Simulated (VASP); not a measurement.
# MgO (Fm-3m) in VASP: notebook

Aim: see how the results for MgO move with the level of theory and the settings. Levels: PBE, LDA. Tasks: single point.

Everything below comes from runs of VASP 6.6.1. Logs are shortened: lines on timing, memory, paths and dates and some standing lists are left out, and cuts for length are marked.

## Step 1: The cell of the first run

Symmetry: Fm-3m, No. 225, cubic system. The conventional cell has a = 4.204 Å, b = 4.204 Å, c = 4.204 Å, α = 90.00°, β = 90.00°, γ = 90.00°. Within 2.8 Å of Mg (site symmetry m-3m) lie 6 O at 2.10 Å. Within 2.8 Å of O (site symmetry m-3m) lie 6 Mg at 2.10 Å.

## Step 2: Single point, PBE

INCAR reads:

```
PREC     = Accurate       # precision mode
ENCUT    = 520            # plane-wave cutoff, eV
EDIFF    = 1E-6           # SCF threshold, eV
ISMEAR   = 0              # smearing method
SIGMA    = 0.01           # smearing width, eV
LREAL    = False          # projectors in reciprocal space
LASPH    = True           # aspherical terms in the spheres
NELM     = 80             # most SCF steps
ALGO     = Normal         # electronic algorithm
ISIF     = 2              # what is computed and relaxed
LWAVE    = False          # write WAVECAR
LCHARG   = False          # write CHGCAR
GGA      = PE             # functional
NBANDS   = 11             # bands
```

KPOINTS reads:

```
regular mesh
0
Gamma
  6 6 6
```

POSCAR reads:

```
MgO
1.0
    0.0000000000      2.1021674163      2.1021674163
    2.1021674163      0.0000000000      2.1021674163
    2.1021674163      2.1021674163      0.0000000000
Mg O
1 1
Direct
    0.0000000000      0.0000000000      0.0000000000
    0.5000000000      0.5000000000      0.5000000000
```

Potentials or basis: VASP PAW PBE potentials, release 64 (Mg, O).

Command:

```console
$ cat potpaw_PBE.64/Mg/POTCAR potpaw_PBE.64/O/POTCAR > POTCAR
$ mpirun -np 1 vasp_std > vasp.out
```

OUTCAR:

```text
PREC = Accurate
   ENCUT = 520
   EDIFF = 1E-6
   ISMEAR = 0
   LREAL = False
   LASPH = True
   NELM = 80
   ISIF = 2
   GGA = PE

 ion  position               nearest neighbor table
   1  0.000  0.000  0.000-   2 2.10   2 2.10   2 2.10   2 2.10   2 2.10   2 2.10
   2  0.500  0.500  0.500-   1 2.10   1 2.10   1 2.10   1 2.10   1 2.10   1 2.10

  LATTYP: Found a face centered cubic cell.
 ALAT       =     4.2043348326

  Lattice vectors:

 A1 = (   0.0000000000,   2.1021674163,   2.1021674163)
 A2 = (   2.1021674163,   0.0000000000,   2.1021674163)
 A3 = (   2.1021674163,   2.1021674163,   0.0000000000)

Analysis of symmetry for initial positions (statically):
=====================================================================
 Subroutine PRICEL returns:
 Original cell was already a primitive cell.

 Routine SETGRP: Setting up the symmetry group for a
 face centered cubic supercell.

 Subroutine GETGRP returns: Found 48 space group operations
 (whereof 48 operations were pure point group operations)
 out of a pool of 48 trial point group operations.

The static configuration has the point symmetry O_h .

Analysis of symmetry for dynamics (positions and initial velocities):
=====================================================================
 Subroutine PRICEL returns:
 Original cell was already a primitive cell.

 Routine SETGRP: Setting up the symmetry group for a
 face centered cubic supercell.

 Subroutine GETGRP returns: Found 48 space group operations
 (whereof 48 operations were pure point group operations)
 out of a pool of 48 trial point group operations.

The dynamic configuration has the point symmetry O_h .

 Subroutine INISYM returns: Found 48 space group operations
 (whereof 48 operations are pure point group operations),
 and found     1 'primitive' translations

----------------------------------------------------------------------------------------

                                     Primitive cell

  volume of cell :      18.5794

  direct lattice vectors                    reciprocal lattice vectors
     0.000000000  2.102167416  2.102167416    -0.237849753  0.237849753  0.237849753
     2.102167416  0.000000000  2.102167416     0.237849753 -0.237849753  0.237849753
     2.102167416  2.102167416  0.000000000     0.237849753  0.237849753 -0.237849753

  length of vectors
     2.972913671  2.972913671  2.972913671     0.411967856  0.411967856  0.411967856

  position of ions in fractional coordinates (direct lattice)
     0.000000000  0.000000000  0.000000000
     0.500000000  0.500000000  0.500000000

  ion indices of the primitive-cell ions
   primitive index   ion index
                 1           1
                 2           2

----------------------------------------------------------------------------------------

 KPOINTS: regular mesh

Automatic generation of k-mesh.
 Grid dimensions read from file:
 generate k-points for:    6    6    6

 Generating k-lattice:

  Cartesian coordinates                     Fractional coordinates (reciprocal lattice)
    -0.039641625  0.039641625  0.039641625     0.166666667  0.000000000  0.000000000
     0.039641625 -0.039641625  0.039641625     0.000000000  0.166666667  0.000000000
     0.039641625  0.039641625 -0.039641625     0.000000000  0.000000000  0.166666667

  Length of vectors
     0.068661309  0.068661309  0.068661309

  Shift w.r.t. Gamma in fractional coordinates (k-lattice)
     0.000000000  0.000000000  0.000000000

 Subroutine IBZKPT returns following result:
 ===========================================

 Found     16 irreducible k-points:

 Following reciprocal coordinates:
            Coordinates               Weight
  0.000000  0.000000  0.000000      1.000000
  0.166667  0.000000  0.000000      8.000000
  0.333333  0.000000  0.000000      8.000000
  0.500000  0.000000  0.000000      4.000000
  0.166667  0.166667  0.000000      6.000000
  0.333333  0.166667  0.000000     24.000000
[... 8 lines left out ...]
 -0.333333  0.333333  0.166667     24.000000
 -0.333333  0.500000  0.166667     12.000000
   k-points           NKPTS =     16   k-points in BZ     NKDIM =     16   number of bands    NBANDS=     11
   number of dos      NEDOS =    301   number of ions     NIONS =      2
   total plane-waves  NPLWV =  13824
   dimension x,y,z NGX =    24 NGY =   24 NGZ =   24
   dimension x,y,z NGXF=    48 NGYF=   48 NGZF=   48
   ions per type =               1   1
   NGX,Y,Z   is equivalent  to a cutoff of  13.42, 13.42, 13.42 a.u.
   NGXF,Y,Z  is equivalent  to a cutoff of  26.84, 26.84, 26.84 a.u.
 SYSTEM =  unknown system
   PREC   = accura    normal or accurate (medium, high low for compatibility)
   ISTART =      0    job   : 0-new  1-cont  2-samecut
   ICHARG =      2    charge: 1-file 2-atom 10-const
   ISPIN  =      1    spin polarized calculation?
   LNONCOLLINEAR =      F non collinear calculations
   LSORBIT =      F    spin-orbit coupling
   LASPH  =      T    aspherical Exc in radial PAW
   ENCUT  =  520.0 eV  38.22 Ry    6.18 a.u.   5.53  5.53  5.53*2*pi/ulx,y,z
   NELM   =     80;   NELMIN=  2; NELMDL= -5     # of ELM steps
   EDIFF  = 0.1E-05   stopping-criterion for ELM
   LREAL  =      F    real-space projection
   EDIFFG = 0.1E-04   stopping-criterion for IOM
   NSW    =      0    number of steps for IOM
   IBRION =     -1    ionic relax: 0-MD 1-quasi-New 2-CG
   NFREE  =      0    steps in history (QN), initial steepest desc. (CG)
   ISIF   =      2    stress and relaxation
   ISYM   =      2    0-nonsym 1-usesym 2-fastsym
   POTIM  = 0.5000    time-step for ionic-motion
   TEBEG  =    0.0;   TEEND  =   0.0 temperature during run
   PSTRESS=    0.0 pullay stress
   NELECT =       8.0000    total number of electrons
   NUPDOWN=      -1.0000    fix difference up-down
   EMIN   =  10.00;   EMAX   =-10.00  energy-range for DOS
   EFERMI =   0.00;   METHOD = LEGACY
   ISMEAR =     0;   SIGMA  =   0.01  broadening in eV -4-tet -1-fermi 0-gaus
   EFERMI_NEDOS =   21; number of points for ismear=-14 and -15
   IALGO  =     38    algorithm
   IMIX   =      4    mixing-type and parameters
     AMIX     =   0.40;   BMIX     =  1.00
     AMIX_MAG =   1.60;   BMIX_MAG =  1.00
  volume/ion in A,a.u.               =       9.29        62.69
  Fermi-wavevector in a.u.,A,eV,Ry     =   1.236216  2.336109 20.792816  1.528229
  Thomas-Fermi vector in A             =   2.370833
   LORBIT       =      0    0 simple, 1 ext, 2 COOP (PROOUT), +10 PAW based schemes
   GGA     = PE    functional components
   LHFCALC =     F    Hartree Fock is set to
   AEXX    =    0.0000 exact exchange contribution
   IVDW    =     0    specifies the selected vdW correction
   LEPSILON=     F    determine dielectric tensor
   LRPA    =     F    only Hartree local field effects (RPA)
 non-spin polarized calculation
 Gauss-broadening in eV      SIGMA  =   0.01
  energy-cutoff  :      520.00
  volume of cell :       18.58
 maximum number of plane-waves:       531
 NGX is ok and might be reduce to    24
   NGX = 11   NGY = 11   NGZ = 11

 number of electron       8.0000004 magnetization

 Free energy of the ion-electron system (eV)
  ---------------------------------------------------
  ext. energy  EPLUGINS =         0.00000000
  ---------------------------------------------------
  free energy    TOTEN  =       -11.90221069 eV

  energy without entropy =      -11.90221069  energy(sigma->0) =      -11.90221069

 E-fermi :   3.2937     XC(G=0): -11.1046

 val. band max:        3.2292323942   @ k =   0.0000   0.0000   0.0000
 cond. band min:       8.0090577851   @ k =   0.0000   0.0000   0.0000
 fundamental gap:      4.7798253909
 Fermi energy:         3.2937365131

 k-point     1 :       0.0000    0.0000    0.0000
  band No.  band energies     occupation
      1     -14.0627      2.00000
      2       3.2292      2.00000
      3       3.2292      2.00000
      4       3.2292      2.00000
      5       8.0091      0.00000
      6      19.0595      0.00000
      7      19.0595      0.00000
      8      19.0595      0.00000
      9      22.9909      0.00000
     10      24.7715      0.00000
     11      24.7715      0.00000

 k-point     2 :       0.1667    0.0000    0.0000
  band No.  band energies     occupation
      1     -13.7769      2.00000
      2       1.7156      2.00000
      3       3.0533      2.00000
      4       3.0533      2.00000
      5       9.4314      0.00000
      6      16.7284      0.00000
      7      19.6379      0.00000
      8      19.6379      0.00000
      9      23.4972      0.00000
     10      23.4972      0.00000
     11      25.5990      0.00000

 k-point     3 :       0.3333    0.0000    0.0000
  band No.  band energies     occupation
      1     -13.1340      2.00000
      2      -0.4574      2.00000
      3       2.7245      2.00000
      4       2.7245      2.00000
      5      10.9399      0.00000
      6      15.5977      0.00000
      7      19.8584      0.00000
      8      19.8584      0.00000
      9      24.1930      0.00000
     10      24.1930      0.00000
     11      24.7504      0.00000

 k-point     4 :       0.5000    0.0000    0.0000
  band No.  band energies     occupation
      1     -12.7644      2.00000
      2      -1.4115      2.00000
      3       2.5700      2.00000
      4       2.5700      2.00000
      5      11.1606      0.00000
      6      15.8989      0.00000
      7      19.5960      0.00000
      8      19.5960      0.00000
      9      24.2034      0.00000
     10      25.8015      0.00000
     11      25.8015      0.00000

 k-point     5 :       0.1667    0.1667    0.0000
  band No.  band energies     occupation
      1     -13.6891      2.00000
      2       1.6377      2.00000
      3       2.8392      2.00000
      4       2.8392      2.00000
      5       9.9147      0.00000
      6      15.9613      0.00000
      7      19.9408      0.00000
      8      19.9408      0.00000
      9      20.9551      0.00000
     10      25.6242      0.00000
     11      27.9706      0.00000
[... 99 lines left out ...]
 k-point    13 :       0.5000    0.5000    0.0000
  band No.  band energies     occupation
      1     -12.5040      2.00000
      2      -0.8774      2.00000
      3       1.8733      2.00000
      4       1.8733      2.00000
      5      12.3551      0.00000
      6      13.2582      0.00000
      7      16.3877      0.00000
      8      22.2867      0.00000
      9      22.2867      0.00000
     10      28.6441      0.00000
     11      30.1441      0.00000

 k-point    14 :       0.5000    0.3333    0.1667
  band No.  band energies     occupation
      1     -12.7588      2.00000
      2      -0.3268      2.00000
      3       1.3677      2.00000
      4       2.2057      2.00000
      5      13.2881      0.00000
      6      14.3284      0.00000
      7      16.8461      0.00000
      8      20.4901      0.00000
      9      22.7544      0.00000
     10      26.1885      0.00000
     11      31.1855      0.00000

 k-point    15 :      -0.3333    0.3333    0.1667
  band No.  band energies     occupation
      1     -12.5327      2.00000
      2      -0.3767      2.00000
      3       0.7474      2.00000
      4       1.9549      2.00000
      5      13.8380      0.00000
      6      15.2229      0.00000
      7      16.0246      0.00000
      8      19.7953      0.00000
      9      24.0805      0.00000
     10      25.3119      0.00000
     11      31.0500      0.00000

 k-point    16 :      -0.3333    0.5000    0.1667
  band No.  band energies     occupation
      1     -12.4638      2.00000
      2      -0.3493      2.00000
      3       0.9749      2.00000
      4       1.5515      2.00000
      5      13.8021      0.00000
      6      14.7078      0.00000
      7      15.7572      0.00000
      8      19.8022      0.00000
      9      23.4919      0.00000
     10      27.9560      0.00000
     11      29.5164      0.00000

------------------------ aborting loop because EDIFF is reached ----------------------------------------

  FORCE on cell =-STRESS in cart. coord.  units (eV):
  Direction    XX          YY          ZZ          XY          YZ          ZX
  --------------------------------------------------------------------------------------
  -------------------------------------------------------------------------------------
  Total        0.5666854      0.5666854      0.5666854      0.0000000     -0.0000000      0.0000000
  in kB       48.8675687     48.8675687     48.8675687      0.0000000     -0.0000000      0.0000000
  external PRESSURE =      48.8675687 kB  Pullay stress =       0.0000000 kB

 VOLUME and BASIS-vectors are now :
 -----------------------------------------------------------------------------
  energy-cutoff  :      520.00
  volume of cell :       18.58
      direct lattice vectors                 reciprocal lattice vectors
     0.000000000  2.102167416  2.102167416    -0.237849753  0.237849753  0.237849753
     2.102167416  0.000000000  2.102167416     0.237849753 -0.237849753  0.237849753
     2.102167416  2.102167416  0.000000000     0.237849753  0.237849753 -0.237849753

 POSITION                                       TOTAL-FORCE (eV/Angst)
 -----------------------------------------------------------------------------------
      0.00000      0.00000      0.00000         0.000000      0.000000      0.000000
      2.10217      2.10217      2.10217        -0.000000     -0.000000     -0.000000
 -----------------------------------------------------------------------------------
    total drift:                               -0.000000     -0.000000      0.000000

  FREE ENERGIE OF THE ION-ELECTRON SYSTEM (eV)
  ---------------------------------------------------
  free  energy   TOTEN  =       -11.9022106931 eV

  energy  without entropy=      -11.9022106931  energy(sigma->0) =      -11.90221069
```

Run time: 2.4 s. Hardware: 1 thread of Intel Xeon 6975P-C (Granite Rapids), shared host; peak memory 0.13 GiB.

Results:

```yaml
Free_energy: -11.9022 eV
Pressure: 4.9 GPa
Band_gap_on_the_k_mesh: 4.78 eV, direct
```

Caveat: the k points lie up to 0.43 Å⁻¹ apart. As with any semilocal functional, this PBE gap is likely too small.

## Step 3: Single point, PBE

INCAR reads:

```
SYSTEM = MgO
PREC = Accurate ; ENCUT = 520
EDIFF = 1E-7 ; ISMEAR = 0
SIGMA = 0.01 ; LREAL = .False.
LASPH = .True. ; NELM = 100
ALGO = Normal ; ISIF = 2
LWAVE = .False. ; LCHARG = .False.
GGA = PE ; NBANDS = 11
```

KPOINTS reads:

```
Automatic mesh
0
Gamma
  6 6 6
  0 0 0
```

POSCAR is that of step 2.

Potentials or basis: VASP PAW PBE potentials, release 64 (Mg, O).

Command:

```console
$ cat potpaw_PBE.64/Mg/POTCAR potpaw_PBE.64/O/POTCAR > POTCAR
$ mpirun -np 1 vasp_std > vasp.out
```

OUTCAR:

```text
SYSTEM = MgO
   PREC = Accurate
   ENCUT = 520
   EDIFF = 1E-7
   ISMEAR = 0
   LREAL = .False.
   LASPH = .True.
   NELM = 100
   ISIF = 2
   GGA = PE

 ion  position               nearest neighbor table
   1  0.000  0.000  0.000-   2 2.10   2 2.10   2 2.10   2 2.10   2 2.10   2 2.10
   2  0.500  0.500  0.500-   1 2.10   1 2.10   1 2.10   1 2.10   1 2.10   1 2.10

  LATTYP: Found a face centered cubic cell.
 ALAT       =     4.2043348326

  Lattice vectors:

 A1 = (   0.0000000000,   2.1021674163,   2.1021674163)
 A2 = (   2.1021674163,   0.0000000000,   2.1021674163)
[... 400 lines left out ...]

  FORCE on cell =-STRESS in cart. coord.  units (eV):
  Direction    XX          YY          ZZ          XY          YZ          ZX
  --------------------------------------------------------------------------------------
  -------------------------------------------------------------------------------------
  Total        0.5681701      0.5681701      0.5681701     -0.0000000      0.0000000     -0.0000000
  in kB       48.9955994     48.9955994     48.9955994     -0.0000000      0.0000000     -0.0000000
  external PRESSURE =      48.9955994 kB  Pullay stress =       0.0000000 kB

 VOLUME and BASIS-vectors are now :
 -----------------------------------------------------------------------------
  energy-cutoff  :      520.00
  volume of cell :       18.58
      direct lattice vectors                 reciprocal lattice vectors
     0.000000000  2.102167416  2.102167416    -0.237849753  0.237849753  0.237849753
     2.102167416  0.000000000  2.102167416     0.237849753 -0.237849753  0.237849753
     2.102167416  2.102167416  0.000000000     0.237849753  0.237849753 -0.237849753

 POSITION                                       TOTAL-FORCE (eV/Angst)
 -----------------------------------------------------------------------------------
      0.00000      0.00000      0.00000        -0.000000     -0.000000     -0.000000
      2.10217      2.10217      2.10217         0.000000      0.000000      0.000000
 -----------------------------------------------------------------------------------
    total drift:                               -0.000000     -0.000000      0.000000

  FREE ENERGIE OF THE ION-ELECTRON SYSTEM (eV)
  ---------------------------------------------------
  free  energy   TOTEN  =       -11.9022106965 eV

  energy  without entropy=      -11.9022106965  energy(sigma->0) =      -11.90221070
```

stdout:

```text
POSCAR found type information on POSCAR MgO
 POSCAR found :  2 types and       2 ions
 scaLAPACK will be used
 LDA part: xc-table for (Slater+PW92), standard interpolation
 POSCAR, INCAR and KPOINTS ok, starting setup
 FFT: planning ... GRIDC
 FFT: planning ... GRID_SOFT
 FFT: planning ... GRID
 WAVECAR not read
 entering main loop
```

Run time: 2.5 s. Hardware: 1 thread of Intel Xeon 6975P-C (Granite Rapids), shared host; peak memory 0.13 GiB.

What came out:

```
Free energy            : -11.9022 eV
Pressure               : 4.9 GPa
Band gap on the k mesh : 4.78 eV, direct
```

Levels at points of the mesh, in eV from the valence-band top:
```
           k point  band 1  band 2  band 3  band 4  band 5  band 6  band 7  band 8  band 9
(0.00, 0.00, 0.00)  -17.29    0.00    0.00    0.00    4.78   15.83   15.83   15.83   19.76
(0.50, 0.00, 0.00)  -15.99   -4.64   -0.66   -0.66    7.93   12.67   16.37   16.37   20.97
(0.50, 0.50, 0.00)  -15.73   -4.11   -1.36   -1.36    9.13   10.03   13.16   19.06   19.06
```

Caveat: the k points lie up to 0.43 Å⁻¹ apart.

## Step 4: Single point, LDA

INCAR reads:

```
PREC = Accurate
ENCUT = 520
EDIFF = 1E-6
ISMEAR = 0
SIGMA = 0.01
LREAL = F
LASPH = T
NELM = 60
ALGO = Normal
ISIF = 2
LWAVE = F
LCHARG = F
NBANDS = 11
```

KPOINTS reads:

```
regular mesh
0
Gamma
  6 6 6
```

POSCAR is that of step 3.

Potentials or basis: VASP PAW LDA potentials, release 64 (Mg, O).

Command:

```console
$ cat potpaw_LDA.64/Mg/POTCAR potpaw_LDA.64/O/POTCAR > POTCAR
$ mpirun -np 1 vasp_std > vasp.out
```

Wall time 1.7 s (1 thread of Intel Xeon 6975P-C (Granite Rapids), shared host); peak memory 0.12 GiB.

The run converged. Its results:

| Quantity | Value |
| --- | --- |
| Free energy | -13.4290 eV |
| Pressure | -6.9 GPa |
| Band gap on the k mesh | 4.71 eV, direct |

Levels at points of the mesh, in eV from the valence-band top:
| k point | band 1 | band 2 | band 3 | band 4 | band 5 | band 6 | band 7 | band 8 |
| --- | --- | --- | --- | --- | --- | --- | --- | --- |
| (0.00, 0.00, 0.00) | -17.03 | 0.00 | 0.00 | 0.00 | 4.71 | 15.55 | 15.55 | 15.55 |
| (0.50, 0.00, 0.00) | -15.66 | -4.72 | -0.67 | -0.67 | 7.77 | 12.46 | 16.05 | 16.05 |
| (0.50, 0.50, 0.00) | -15.39 | -4.18 | -1.38 | -1.38 | 8.89 | 9.76 | 12.95 | 18.72 |

Caveat: the k points lie up to 0.43 Å⁻¹ apart.
